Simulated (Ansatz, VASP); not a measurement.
# One calculation of In2GaAs3, two programs

Contents of INCAR:

```
SYSTEM = In2GaAs3
PREC     = Accurate       ! precision mode
ENCUT    = 520            ! plane-wave cutoff, eV
EDIFF    = 1E-6           ! SCF threshold, eV
ISMEAR   = 0              ! smearing method
SIGMA    = 0.1            ! smearing width, eV
LREAL    = .FALSE.        ! projectors in reciprocal space
LASPH    = .TRUE.         ! aspherical terms in the spheres
NELM     = 80             ! most SCF steps
ALGO     = Normal         ! electronic algorithm
ISIF     = 2              ! what is computed and relaxed
LWAVE    = .FALSE.        ! write WAVECAR
LCHARG   = .TRUE.         ! write CHGCAR
GGA      = PS             ! functional
LELF     = .TRUE.         ! ELF
LVHAR    = .TRUE.       
NBANDS   = 36             ! bands
```

Contents of KPOINTS:

```
regular mesh
0
G
  6 6 6
  0 0 0
```

POSCAR

```
In2GaAs3
1.0
   -2.1401840000      2.1401840000      9.0600640000
    2.1401840000     -2.1401840000      9.0600640000
    2.1401840000      2.1401840000     -9.0600640000
In Ga As
2 1 3
Direct
    0.3367560000      0.3367560000      0.0000000000
    0.6632440000      0.6632440000      0.0000000000
    0.0000000000      0.0000000000      0.0000000000
    0.2500000000      0.7500000000      0.5000000000
    0.5754750000      0.0754750000      0.5000000000
    0.9245250000      0.4245250000      0.5000000000
```

Input for Ansatz:

```yaml
crystal:
  lattice:
    - [-2.140184, 2.140184, 9.060064]
    - [2.140184, -2.140184, 9.060064]
    - [2.140184, 2.140184, -9.060064]
  atoms:
    - { symbol: In, position: [0.336756, 0.336756, 0.0] }
    - { symbol: In, position: [0.663244, 0.663244, 0.0] }
    - { symbol: Ga, position: [0.0, 0.0, 0.0] }
    - { symbol: As, position: [0.25, 0.75, 0.5] }
    - { symbol: As, position: [0.575475, 0.075475, 0.5] }
    - { symbol: As, position: [0.924525, 0.424525, 0.5] }
basis:
  ecutwfc: 420
kpoints:
  mp_grid: { grid: [6, 6, 6] }
hamiltonian:
  xc: pbesol
scf:
  occupations: { method: gaussian, width: 0.1 }
output:
  forces: true
  stress: true
  eigenvalues: true
```

Alike in both runs: task single point; functional PBEsol; k mesh 6 × 6 × 6; occupations gaussian, width 0.1 eV; no spin polarisation.

|  | VASP | Ansatz |
| --- | --- | --- |
| version | VASP 6.6.1 | Ansatz 0.2.0 |
| potentials or method | VASP PAW PBE potentials, release 64 (In_d, Ga_d, As), cutoff 520 eV | scalar-relativistic, plane waves, PAW |
| valence electrons in the cell | 54 | 84 |

Ansatz gave:

- gap on the k mesh at the Fermi level (eV): none
- pressure (GPa): -2.7
- traceless stress, the component that is largest in VASP (GPa): 0.11
- rms of the force components (eV/Å): 0.015

Question: What did VASP give for the same quantities?

Answer: gap on the k mesh at the Fermi level (eV): none; pressure (GPa): -2.6; traceless stress, the component that is largest in VASP (GPa): 0.11; rms of the force components (eV/Å): 0.015.

VASP's potentials were made for PBE, not for PBEsol. Atom by atom the forces differ by 0.000 eV/Å (rms over components). A gap of «none» marks a metal or a gap that the smearing closes. The functional is the same, so the differences come from potentials, cutoffs and numerics. VASP's potentials hold 54 valence electrons a cell and Ansatz's 84, so a difference there can come from the potentials and not from the codes.
